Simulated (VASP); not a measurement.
# SnO2 in VASP: notebook

The runs below take SnO2 through single point, with PBE.

Everything below comes from runs of VASP 6.6.1. Logs are shortened: lines on timing, memory, paths and dates and some standing lists are left out, and cuts for length are marked.

## (1) The cell of the first run

It takes space group Cmm2 (No. 35, orthorhombic). The conventional cell has a = 6.827 Å, b = 6.827 Å, c = 3.238 Å, α = 90.00°, β = 90.00°, γ = 90.00°. Sn (site symmetry mm2) has 6 O at 2.01 to 2.17 Å within 2.7 Å. Sn (site symmetry mm2) has 6 O at 2.09 Å within 2.8 Å. O (site symmetry m) has 3 Sn at 2.09 to 2.10 Å and 1 O at 2.64 Å within 2.8 Å. O (site symmetry m) has 3 Sn at 2.01 to 2.17 Å and 1 O at 2.64 Å within 2.7 Å.

## (2) Single point, PBE (atom 1 (Sn) moved by (+0.000, -0.100) A along x and z)

Input file INCAR:

```
SYSTEM = SnO2
ALGO = Normal
EDIFF = 1E-6
ENCUT = 520
GGA = PE
ISIF = 2
ISMEAR = 0
LASPH = .TRUE.
LCHARG = .TRUE.
LELF = .TRUE.
LREAL = .FALSE.
LVHAR = .TRUE.
LWAVE = .FALSE.
NBANDS = 35
NELM = 80
PREC = Accurate
SIGMA = 0.05
```

Input file KPOINTS:

```
k-points
0
G
  6 6 8
  0 0 0
```

Input file POSCAR:

```
SnO2
1.0
    4.8277049961      0.0000000000      0.0000000000
    0.0000000000      4.8277049961      0.0000000000
    0.0000000000      0.0000000000      3.2379909406
Sn O
2 4
Direct
    0.0000000000      0.0000000000     -0.0308833477
    0.5000000000      0.5000000000      0.5000000000
    0.3066050863      0.3066050863      0.0000000000
    0.1933949137      0.8066050863      0.5000000000
    0.6933949137      0.6933949137      0.0000000000
    0.8066050863      0.1933949137      0.5000000000
```

Potentials or basis: VASP PAW PBE potentials, release 64 (Sn_d, O).

Run with:

```console
$ cat potpaw_PBE.64/Sn_d/POTCAR potpaw_PBE.64/O/POTCAR > POTCAR
$ mpirun -np 1 vasp_std > vasp.out
```

OUTCAR:

```text
SYSTEM = SnO2
   EDIFF = 1E-6
   ENCUT = 520
   GGA = PE
   ISIF = 2
   ISMEAR = 0
   LASPH = .TRUE.
   LREAL = .FALSE.
   NELM = 80
   PREC = Accurate

 ion  position               nearest neighbor table
   1  0.000  0.000  0.969-   4 2.01   6 2.01   5 2.10   3 2.10   4 2.17   6 2.17   2 3.74   2 3.74
                             2 3.74   2 3.74
   2  0.500  0.500  0.500-   3 2.09   5 2.09   3 2.09   5 2.09   4 2.09   6 2.09   1 3.74   1 3.74
                             1 3.74   1 3.74
   3  0.307  0.307  0.000-   2 2.09   2 2.09   1 2.10
   4  0.193  0.807  0.500-   1 2.01   2 2.09   1 2.17
   5  0.693  0.693  0.000-   2 2.09   2 2.09   1 2.10
   6  0.807  0.193  0.500-   1 2.01   2 2.09   1 2.17

  LATTYP: Found a simple tetragonal cell.
 ALAT       =     4.8277049961
 C/A-ratio  =     0.6707101911

  Lattice vectors:

 A1 = (   4.8277049961,   0.0000000000,   0.0000000000)
 A2 = (   0.0000000000,   4.8277049961,   0.0000000000)
 A3 = (   0.0000000000,   0.0000000000,   3.2379909406)

Analysis of symmetry for initial positions (statically):
=====================================================================
 Subroutine PRICEL returns:
 Original cell was already a primitive cell.

 Routine SETGRP: Setting up the symmetry group for a
 simple tetragonal supercell.

 Subroutine GETGRP returns: Found  4 space group operations
 (whereof  4 operations were pure point group operations)
 out of a pool of 16 trial point group operations.

The static configuration has the point symmetry C_2v.

Analysis of symmetry for dynamics (positions and initial velocities):
=====================================================================
 Subroutine PRICEL returns:
 Original cell was already a primitive cell.

 Routine SETGRP: Setting up the symmetry group for a
 simple tetragonal supercell.

 Subroutine GETGRP returns: Found  4 space group operations
 (whereof  4 operations were pure point group operations)
 out of a pool of 16 trial point group operations.

The dynamic configuration has the point symmetry C_2v.

 Subroutine INISYM returns: Found  4 space group operations
 (whereof  4 operations are pure point group operations),
 and found     1 'primitive' translations

----------------------------------------------------------------------------------------

                                     Primitive cell

  volume of cell :      75.4670

  direct lattice vectors                    reciprocal lattice vectors
     4.827704996  0.000000000  0.000000000     0.207137760  0.000000000  0.000000000
     0.000000000  4.827704996  0.000000000     0.000000000  0.207137760  0.000000000
     0.000000000  0.000000000  3.237990941     0.000000000  0.000000000  0.308833477

  length of vectors
     4.827704996  4.827704996  3.237990941     0.207137760  0.207137760  0.308833477

  position of ions in fractional coordinates (direct lattice)
     0.000000000  0.000000000  0.969116652
     0.500000000  0.500000000  0.500000000
     0.306605086  0.306605086  0.000000000
     0.193394914  0.806605086  0.500000000
     0.693394914  0.693394914  0.000000000
     0.806605086  0.193394914  0.500000000

  ion indices of the primitive-cell ions
   primitive index   ion index
                 1           1
                 2           2
                 3           3
                 4           4
                 5           5
                 6           6

----------------------------------------------------------------------------------------

 KPOINTS: k-points

Automatic generation of k-mesh.
 Grid dimensions read from file:
 generate k-points for:    6    6    8

 Generating k-lattice:

  Cartesian coordinates                     Fractional coordinates (reciprocal lattice)
     0.034522960  0.000000000  0.000000000     0.166666667  0.000000000  0.000000000
     0.000000000  0.034522960  0.000000000     0.000000000  0.166666667  0.000000000
     0.000000000  0.000000000  0.038604185     0.000000000  0.000000000  0.125000000

  Length of vectors
     0.034522960  0.034522960  0.038604185

  Shift w.r.t. Gamma in fractional coordinates (k-lattice)
     0.000000000  0.000000000  0.000000000

 Subroutine IBZKPT returns following result:
 ===========================================

 Found     65 irreducible k-points:

 Following reciprocal coordinates:
            Coordinates               Weight
  0.000000  0.000000  0.000000      1.000000
  0.166667  0.000000  0.000000      4.000000
  0.333333  0.000000  0.000000      4.000000
  0.500000  0.000000  0.000000      2.000000
  0.166667  0.166667  0.000000      2.000000
 -0.166667  0.166667  0.000000      2.000000
[... 16 lines left out ...]
  0.333333  0.333333  0.125000      4.000000
 -0.333333  0.333333  0.125000      4.000000
 [... further k-points ...]
   k-points           NKPTS =     65   k-points in BZ     NKDIM =     65   number of bands    NBANDS=     35
   number of dos      NEDOS =    301   number of ions     NIONS =      6
   total plane-waves  NPLWV =  31104
   dimension x,y,z NGX =    36 NGY =   36 NGZ =   24
   dimension x,y,z NGXF=    72 NGYF=   72 NGZF=   48
   ions per type =               2   4
   NGX,Y,Z   is equivalent  to a cutoff of  12.40, 12.40, 12.32 a.u.
   NGXF,Y,Z  is equivalent  to a cutoff of  24.79, 24.79, 24.64 a.u.
 SYSTEM =  SnO2
   PREC   = accura    normal or accurate (medium, high low for compatibility)
   ISTART =      0    job   : 0-new  1-cont  2-samecut
   ICHARG =      2    charge: 1-file 2-atom 10-const
   ISPIN  =      1    spin polarized calculation?
   LNONCOLLINEAR =      F non collinear calculations
   LSORBIT =      F    spin-orbit coupling
   LASPH  =      T    aspherical Exc in radial PAW
   ENCUT  =  520.0 eV  38.22 Ry    6.18 a.u.   8.98  8.98  6.02*2*pi/ulx,y,z
   NELM   =     80;   NELMIN=  2; NELMDL= -5     # of ELM steps
   EDIFF  = 0.1E-05   stopping-criterion for ELM
   LREAL  =      F    real-space projection
   EDIFFG = 0.1E-04   stopping-criterion for IOM
   NSW    =      0    number of steps for IOM
   IBRION =     -1    ionic relax: 0-MD 1-quasi-New 2-CG
   NFREE  =      0    steps in history (QN), initial steepest desc. (CG)
   ISIF   =      2    stress and relaxation
   ISYM   =      2    0-nonsym 1-usesym 2-fastsym
   POTIM  = 0.5000    time-step for ionic-motion
   TEBEG  =    0.0;   TEEND  =   0.0 temperature during run
   PSTRESS=    0.0 pullay stress
   NELECT =      52.0000    total number of electrons
   NUPDOWN=      -1.0000    fix difference up-down
   EMIN   =  10.00;   EMAX   =-10.00  energy-range for DOS
   EFERMI =   0.00;   METHOD = LEGACY
   ISMEAR =     0;   SIGMA  =   0.05  broadening in eV -4-tet -1-fermi 0-gaus
   EFERMI_NEDOS =   21; number of points for ismear=-14 and -15
   IALGO  =     38    algorithm
   IMIX   =      4    mixing-type and parameters
     AMIX     =   0.40;   BMIX     =  1.00
     AMIX_MAG =   1.60;   BMIX_MAG =  1.00
  volume/ion in A,a.u.               =      12.58        84.88
  Fermi-wavevector in a.u.,A,eV,Ry     =   1.445962  2.732472 28.447149  2.090806
  Thomas-Fermi vector in A             =   2.564085
   LORBIT       =      0    0 simple, 1 ext, 2 COOP (PROOUT), +10 PAW based schemes
   GGA     = PE    functional components
   LHFCALC =     F    Hartree Fock is set to
   AEXX    =    0.0000 exact exchange contribution
   IVDW    =     0    specifies the selected vdW correction
   LEPSILON=     F    determine dielectric tensor
   LRPA    =     F    only Hartree local field effects (RPA)
 non-spin polarized calculation
 Gauss-broadening in eV      SIGMA  =   0.05
  energy-cutoff  :      520.00
  volume of cell :       75.47
 maximum number of plane-waves:      2068
   NGX = 17   NGY = 17   NGZ = 13

 number of electron      51.9999997 magnetization

 Free energy of the ion-electron system (eV)
  ---------------------------------------------------
  ext. energy  EPLUGINS =         0.00000000
  ---------------------------------------------------
  free energy    TOTEN  =       -37.22192352 eV

  energy without entropy =      -37.22192352  energy(sigma->0) =      -37.22192352

 E-fermi :   5.7526     XC(G=0): -10.9738

 val. band max:        5.5210669070   @ k =   0.0000   0.0000   0.0000
 cond. band min:       6.1929601100   @ k =   0.0000   0.0000   0.0000
 fundamental gap:      0.6718932030
 Fermi energy:         5.7526448435

 k-point     1 :       0.0000    0.0000    0.0000
  band No.  band energies     occupation
      1     -15.5109      2.00000
      2     -14.8447      2.00000
      3     -14.6765      2.00000
      4     -14.6466      2.00000
      5     -14.6229      2.00000
      6     -14.5490      2.00000
[... 27 lines left out ...]
     34      17.0174      0.00000
     35      17.7917      0.00000

 k-point     2 :       0.1667    0.0000    0.0000
  band No.  band energies     occupation
      1     -15.4740      2.00000
      2     -14.8893      2.00000
      3     -14.6828      2.00000
      4     -14.6420      2.00000
      5     -14.6215      2.00000
      6     -14.5705      2.00000
[... 27 lines left out ...]
     34      17.1188      0.00000
     35      17.7822      0.00000

 k-point     3 :       0.3333    0.0000    0.0000
  band No.  band energies     occupation
      1     -15.3673      2.00000
      2     -15.0257      2.00000
      3     -14.6907      2.00000
      4     -14.6341      2.00000
      5     -14.6187      2.00000
      6     -14.5989      2.00000
[... 27 lines left out ...]
     34      17.4825      0.00000
     35      17.7637      0.00000
[... 723 lines left out ...]
 k-point    23 :       0.3333    0.3333    0.1250
  band No.  band energies     occupation
      1     -15.2729      2.00000
      2     -15.1051      2.00000
      3     -14.7962      2.00000
      4     -14.7354      2.00000
      5     -14.6104      2.00000
      6     -14.5839      2.00000
[... 27 lines left out ...]
     34      17.6057      0.00000
     35      17.7618      0.00000

 k-point    24 :      -0.3333    0.3333    0.1250
  band No.  band energies     occupation
      1     -15.2653      2.00000
      2     -15.1232      2.00000
      3     -14.7732      2.00000
      4     -14.7466      2.00000
      5     -14.6069      2.00000
      6     -14.5876      2.00000
[... 27 lines left out ...]
     34      17.6065      0.00000
     35      17.7639      0.00000

 [... further k-points ...]
[... 5 lines left out ...]
  --------------------------------------------------------------------------------------
  -------------------------------------------------------------------------------------
  Total        0.4836148      0.4836148      0.8717310     -0.3090434      0.0000000      0.0000000
  in kB       10.2672253     10.2672253     18.5069992     -6.5610451      0.0000000      0.0000000
  external PRESSURE =      13.0138166 kB  Pullay stress =       0.0000000 kB

 VOLUME and BASIS-vectors are now :
 -----------------------------------------------------------------------------
  energy-cutoff  :      520.00
  volume of cell :       75.47
      direct lattice vectors                 reciprocal lattice vectors
     4.827704996  0.000000000  0.000000000     0.207137760  0.000000000  0.000000000
     0.000000000  4.827704996  0.000000000     0.000000000  0.207137760  0.000000000
     0.000000000  0.000000000  3.237990941     0.000000000  0.000000000  0.308833477

 POSITION                                       TOTAL-FORCE (eV/Angst)
 -----------------------------------------------------------------------------------
      0.00000      0.00000      3.13799         0.000000     -0.000000      1.800398
      2.41385      2.41385      1.61900         0.000000     -0.000000     -0.006919
      1.48020      1.48020      0.00000        -0.027757     -0.027757     -0.041273
      0.93365      3.89405      1.61900         0.163124     -0.163124     -0.855466
      3.34751      3.34751      0.00000         0.027757      0.027757     -0.041273
      3.89405      0.93365      1.61900        -0.163124      0.163124     -0.855466
 -----------------------------------------------------------------------------------
    total drift:                                0.000000      0.000000     -0.000079

  FREE ENERGIE OF THE ION-ELECTRON SYSTEM (eV)
  ---------------------------------------------------
  free  energy   TOTEN  =       -37.2219235190 eV

  energy  without entropy=      -37.2219235190  energy(sigma->0) =      -37.22192352
```

Wall time 64 s (1 thread of Intel Xeon Platinum 8488C (Sapphire Rapids), shared host); peak memory 0.26 GiB.

Results:

```
Free energy            : -37.2219 eV
Pressure               : 1.3 GPa
Largest force          : 1.800 eV/Å
Band gap on the k mesh : 0.67 eV, direct
```

Forces on the atoms (eV/Å):
```
Sn   0.000  0.000  1.800
Sn   0.000  0.000 -0.007
O   -0.028 -0.028 -0.041
O    0.163 -0.163 -0.855
O    0.028  0.028 -0.041
O   -0.163  0.163 -0.855
```

Caveat: the cell differs from its parent crystal (atom 1 (Sn) moved by (+0.000, -0.100) A along x and z); spin-orbit coupling is left out, which moves the levels of the heavy elements; forces of over 1 eV/Å act on the atoms, so gaps and moduli don't describe the material at rest.

(Continued in part 2 of 2.)
